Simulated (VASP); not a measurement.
# ZnO (P6_3mc) in VASP: a series of runs, part 2 of 2

VASP 6.6.1. Earlier steps stand in the parts before.

## 5. Single point, PBE (volume scaled by 1.02)

File INCAR:

```
PREC = Accurate ; ENCUT = 520
EDIFF = 1E-6 ; ISMEAR = -1
SIGMA = 0.02 ; LREAL = F
LASPH = T ; NELM = 80
ALGO = Normal ; ISIF = 2
LWAVE = F ; LCHARG = F
GGA = PE ; NBANDS = 26
```

File KPOINTS:

```
regular mesh
0
Gamma
  11 11 6
```

File POSCAR:

```
ZnO
1.0
    3.2709185479      0.0000000000      0.0000000000
   -1.6354592739      2.8326985562      0.0000000000
    0.0000000000      0.0000000000      5.2382632560
Zn O
2 2
Direct
    0.3333333333      0.6666666667      0.0000000000
    0.6666666667      0.3333333333      0.5000000000
    0.3333333333      0.6666666667      0.3821000000
    0.6666666667      0.3333333333      0.8821000000
```

Potentials or basis: VASP PAW PBE potentials, release 64 (Zn, O).

Run with:

```
$ cat potpaw_PBE.64/Zn/POTCAR potpaw_PBE.64/O/POTCAR > POTCAR
$ mpirun -np 1 vasp_std > vasp.out
```

OUTCAR:

```text
PREC = Accurate
   ENCUT = 520
   EDIFF = 1E-6
   ISMEAR = -1
   LREAL = F
   LASPH = T
   NELM = 80
   ISIF = 2
   GGA = PE

 ion  position               nearest neighbor table
   1  0.333  0.667  0.000-   4 1.99   4 1.99   4 1.99   3 2.00
   2  0.667  0.333  0.500-   3 1.99   3 1.99   3 1.99   4 2.00
   3  0.333  0.667  0.382-   2 1.99   2 1.99   2 1.99   1 2.00
   4  0.667  0.333  0.882-   1 1.99   1 1.99   1 1.99   2 2.00

  LATTYP: Found a hexagonal cell.
 ALAT       =     3.2709185479
 C/A-ratio  =     1.6014655147

  Lattice vectors:

 A1 = (   3.2709185479,   0.0000000000,   0.0000000000)
 A2 = (  -1.6354592739,   2.8326985562,   0.0000000000)
 A3 = (   0.0000000000,   0.0000000000,   5.2382632560)

Analysis of symmetry for initial positions (statically):
=====================================================================
 Subroutine PRICEL returns:
 Original cell was already a primitive cell.

 Routine SETGRP: Setting up the symmetry group for a
 hexagonal supercell.

[... 168 lines left out ...]

  energy without entropy =      -17.84998131  energy(sigma->0) =      -17.84998131

 E-fermi :   1.4145     XC(G=0): -10.8077

 val. band max:        1.0294518505   @ k =   0.0000   0.0000   0.0000
 cond. band min:       1.7901575245   @ k =   0.0000   0.0000   0.0000
 fundamental gap:      0.7607056740
 Fermi energy:         1.4145439442

 k-point     1 :       0.0000    0.0000    0.0000
  band No.  band energies     occupation
      1     -16.9068      2.00000
      2     -16.2072      2.00000
      3      -4.5835      2.00000
      4      -4.5835      2.00000
      5      -4.5009      2.00000
      6      -4.4298      2.00000
[... 685 lines left out ...]
     25      13.9605      0.00000
     26      15.4398      0.00000

 [... further k-points ...]

------------------------ aborting loop because EDIFF is reached ----------------------------------------

  FORCE on cell =-STRESS in cart. coord.  units (eV):
  Direction    XX          YY          ZZ          XY          YZ          ZX
  --------------------------------------------------------------------------------------
  -------------------------------------------------------------------------------------
  Total        0.8947737      0.8947737      1.0022843      0.0000000      0.0000000      0.0000000
  in kB       29.5370011     29.5370011     33.0859880      0.0000000      0.0000000      0.0000000
  external PRESSURE =      30.7199967 kB  Pullay stress =       0.0000000 kB

 VOLUME and BASIS-vectors are now :
 -----------------------------------------------------------------------------
  energy-cutoff  :      520.00
  volume of cell :       48.54
      direct lattice vectors                 reciprocal lattice vectors
     3.270918548  0.000000000  0.000000000     0.305724519  0.176510133  0.000000000
    -1.635459274  2.832698556  0.000000000     0.000000000  0.353020267  0.000000000
     0.000000000  0.000000000  5.238263256     0.000000000  0.000000000  0.190902967

 POSITION                                       TOTAL-FORCE (eV/Angst)
 -----------------------------------------------------------------------------------
     -0.00000      1.88847      0.00000        -0.000000      0.000000      0.032356
      1.63546      0.94423      2.61913         0.000000     -0.000000      0.032356
     -0.00000      1.88847      2.00154         0.000000      0.000000     -0.032356
      1.63546      0.94423      4.62067         0.000000      0.000000     -0.032356
 -----------------------------------------------------------------------------------
    total drift:                               -0.000001     -0.000001     -0.000427

  FREE ENERGIE OF THE ION-ELECTRON SYSTEM (eV)
  ---------------------------------------------------
  free  energy   TOTEN  =       -17.8499813145 eV

  energy  without entropy=      -17.8499813145  energy(sigma->0) =      -17.84998131
```

OSZICAR:

```text
N       E                     dE             d eps       ncg     rms          rms(c)
DAV:   1     0.299152398011E+03    0.29915E+03   -0.18079E+04  3344   0.200E+03
DAV:   2     0.114991618994E+02   -0.28765E+03   -0.26932E+03  3536   0.414E+02
DAV:   3    -0.204589193839E+02   -0.31958E+02   -0.31563E+02  3628   0.140E+02
DAV:   4    -0.210882677337E+02   -0.62935E+00   -0.62814E+00  3746   0.200E+01
DAV:   5    -0.210914350450E+02   -0.31673E-02   -0.31671E-02  3582   0.147E+00    0.143E+01
DAV:   6    -0.176816989372E+02    0.34097E+01   -0.66783E+00  5276   0.621E+01    0.871E+00
DAV:   7    -0.178883717229E+02   -0.20667E+00   -0.29459E+00  3418   0.171E+01    0.523E+00
DAV:   8    -0.178981239879E+02   -0.97523E-02   -0.51029E-01  4854   0.742E+00    0.164E+00
DAV:   9    -0.178472460444E+02    0.50878E-01   -0.10352E-01  4842   0.632E+00    0.299E-01
DAV:  10    -0.178498522604E+02   -0.26062E-02   -0.36624E-02  3374   0.133E+00    0.127E-01
DAV:  11    -0.178499471753E+02   -0.94915E-04   -0.59208E-04  3690   0.348E-01    0.364E-02
DAV:  12    -0.178499760344E+02   -0.28859E-04   -0.13786E-04  3986   0.334E-01    0.169E-02
DAV:  13    -0.178499863146E+02   -0.10280E-04   -0.29313E-05  3744   0.103E-01    0.194E-02
DAV:  14    -0.178499814512E+02    0.48633E-05   -0.15894E-05  3662   0.373E-02    0.199E-03
DAV:  15    -0.178499813145E+02    0.13669E-06   -0.18114E-06  2464   0.124E-02
   1 F= -.17849981E+02 E0= -.17849981E+02  d E =-.211932E-10
```

stdout:

```text
POSCAR found type information on POSCAR ZnO
 POSCAR found :  2 types and       4 ions
 scaLAPACK will be used
 LDA part: xc-table for (Slater+PW92), standard interpolation
 POSCAR, INCAR and KPOINTS ok, starting setup
 FFT: planning ... GRIDC
 FFT: planning ... GRID_SOFT
 FFT: planning ... GRID
 WAVECAR not read
 entering main loop
```

Wall time 52 s (1 thread of Intel Xeon Platinum 8375C at 2.90GHz (Ice Lake), shared host); peak memory 0.2 GiB.

Results:

| Property | Result |
| --- | --- |
| Free energy | -17.8500 eV |
| Pressure | 3.1 GPa |
| Largest force | 0.032 eV/Å |
| Band gap on the k mesh | 0.76 eV, direct |

Forces on the atoms (eV/Å):
```
Zn   0.000  0.000  0.032
Zn   0.000  0.000  0.032
O    0.000  0.000 -0.032
O    0.000  0.000 -0.032
```

Stress tensor (GPa, compression positive):
```
2.95 0.00 0.00
0.00 2.95 0.00
0.00 0.00 3.31
```

## 6. Single point, PBE (volume scaled by 1.06)

File INCAR:

```
SYSTEM = ZnO
PREC = Accurate
ENCUT = 520
EDIFF = 1E-6
ISMEAR = -1
SIGMA = 0.02
LREAL = .FALSE.
LASPH = .TRUE.
NELM = 80
ALGO = Normal
ISIF = 2
LWAVE = .FALSE.
LCHARG = .FALSE.
GGA = PE
NBANDS = 26
```

File KPOINTS:

```
regular mesh
0
G
  11 11 6
  0 0 0
```

File POSCAR:

```
ZnO
1.0
    3.3131286040      0.0000000000      0.0000000000
   -1.6565643020      2.8692535371      0.0000000000
    0.0000000000      0.0000000000      5.3058612053
Zn O
2 2
Direct
    0.3333333333      0.6666666667      0.0000000000
    0.6666666667      0.3333333333      0.5000000000
    0.3333333333      0.6666666667      0.3821000000
    0.6666666667      0.3333333333      0.8821000000
```

Potentials or basis: VASP PAW PBE potentials, release 64 (Zn, O).

Run with:

```
$ cat potpaw_PBE.64/Zn/POTCAR potpaw_PBE.64/O/POTCAR > POTCAR
$ mpirun -np 1 vasp_std > vasp.out
```

Wall time 69 s (1 thread of Intel Xeon Platinum 8375C at 2.90GHz (Ice Lake), shared host); peak memory 0.21 GiB.

It converged, with:

```yaml
Free_energy: -17.8570 eV
Pressure: -2.0 GPa
Largest_force: 0.032 eV/Å
Band_gap_on_the_k_mesh: 0.70 eV, direct
```

Forces on the atoms (eV/Å):
```
Zn   0.000  0.000  0.032
Zn   0.000  0.000  0.032
O    0.000  0.000 -0.032
O    0.000  0.000 -0.032
```

Stress tensor (GPa, compression positive):
```
-2.14  0.00  0.00
 0.00 -2.14  0.00
 0.00  0.00 -1.65
```

Levels at points of the mesh, in eV from the valence-band top:
| k point | band 15 | band 16 | band 17 | band 18 | band 19 | band 20 | band 21 | band 22 |
| --- | --- | --- | --- | --- | --- | --- | --- | --- |
| (0.00, 0.00, 0.00) | -0.72 | -0.07 | 0.00 | 0.00 | 0.70 | 4.97 | 8.06 | 12.54 |
| (0.00, 0.00, 0.50) | -0.36 | -0.36 | -0.36 | -0.36 | 3.32 | 3.32 | 9.85 | 9.85 |

## 7. Overview

| cell | gap on the mesh (eV) | pressure (GPa) | largest force (eV/Å) |
| --- | --- | --- | --- |
| a = 3.249, b = 3.249, c = 5.204 Å, angles 90.0, 90.0, 120.0°, 4 atoms | 0.79 | 6.0 | 0.03 |
| a = 3.205, b = 3.205, c = 5.133 Å, angles 90.0, 90.0, 120.0°, 4 atoms | 0.85 | 13.0 | 0.03 |
| a = 3.239, b = 3.239, c = 5.186 Å, angles 90.0, 90.0, 120.0°, 4 atoms | 0.80 | 7.6 | 0.03 |
| a = 3.271, b = 3.271, c = 5.238 Å, angles 90.0, 90.0, 120.0°, 4 atoms | 0.76 | 3.1 | 0.03 |
| a = 3.313, b = 3.313, c = 5.306 Å, angles 90.0, 90.0, 120.0°, 4 atoms | 0.70 | -2.0 | 0.03 |

Alike in all rows: task single point; level PBE; potentials or basis VASP PAW PBE potentials, release 64 (Zn, O); no spin polarisation; k mesh 11 × 11 × 6; cutoff (eV) 520; smearing fermi-dirac 0.02 eV.

Absolute energies hang on the potentials; compare differences alone.
